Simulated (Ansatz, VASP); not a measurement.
## One calculation of Ca, two programs

```
CELL_PARAMETERS angstrom
1.95805 -3.37270 0.00000
1.95805 3.37270 0.00000
0.00000 0.00000 6.46543
ATOMIC_POSITIONS crystal
Ca 0.83559 0.16441 0.25000
Ca 0.16441 0.83559 0.75000
```

Change from the starting cell: volume scaled by 0.98.

Alike in both runs: task single point; functional PBEsol; k mesh 11 × 11 × 6; occupations fermi-dirac, width 0.05 eV; no spin polarisation.

|  | VASP | Ansatz |
| --- | --- | --- |
| version | VASP 6.6.1 | Ansatz 0.2.0 |
| potentials or method | VASP PAW PBE potentials, release 64 (Ca_sv), cutoff 520 eV | all-electron LAPW, scalar-relativistic |

```csv
,VASP,Ansatz,Ansatz less VASP
pressure (GPa),-0.8,-0.8,-0.01
"traceless stress, the component that is largest in VASP (GPa)",0.16,0.16,+0.001
rms of the force components (eV/Å),0.009,0.009,+0.0001
```

VASP's potentials were made for PBE, not for PBEsol. Atom by atom the forces differ by 0.000 eV/Å (rms over components). Ansatz ran all-electron here, and VASP with PAW potentials.
